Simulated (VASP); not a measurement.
Wanted: the native input for a VASP 6.6.1 run.

```yaml
Task: single point
Functional: PBE
Potentials_or_basis: VASP PAW PBE potentials, release 64 (Rh_pv)
Cutoff: 520 eV
k_mesh: 22 × 22 × 22
Occupations: gaussian, width 0.15 eV
Spin: no spin polarisation
Dipole_correction: no
Further_INCAR_settings: ALGO = Fast; EDIFF = 1e-06; NBANDS = 14
```

The structure of Rh lies in POSCAR:

```
Rh
1.0
    0.0000000000      2.2885486484      1.5555265163
    2.2885486484      0.0000000000      1.5555265163
    2.2885486484      2.2885486484      0.0000000000
Rh
1
Direct
    0.0000000000      0.0000000000      0.0000000000
```

This cell differs from its parent crystal: volume 16.294 Å^3 an atom, c/a of the conventional cell 0.6797.

The input as run:

INCAR

```
SYSTEM = Rh
ALGO = Fast ; EDIFF = 1E-6
ENCUT = 520 ; GGA = PE
ISIF = 2 ; ISMEAR = 0
LASPH = .TRUE. ; LCHARG = .FALSE.
LREAL = .FALSE. ; LWAVE = .FALSE.
NBANDS = 14 ; NELM = 60
PREC = Accurate ; SIGMA = 0.15
```

KPOINTS

```
k-points
0
G
  22 22 22
  0 0 0
```

Potentials or basis: VASP PAW PBE potentials, release 64 (Rh_pv).

The run is started by

```sh
$ cat potpaw_PBE.64/Rh_pv/POTCAR > POTCAR
$ mpirun -np 1 vasp_std > vasp.out
```

Results of the run:

The pressure is -20.4 GPa.

It took 55 s on 1 thread of Intel(R) Xeon(R) 6975P-C (Granite Rapids) (shared host), peak memory 0.28 GiB.
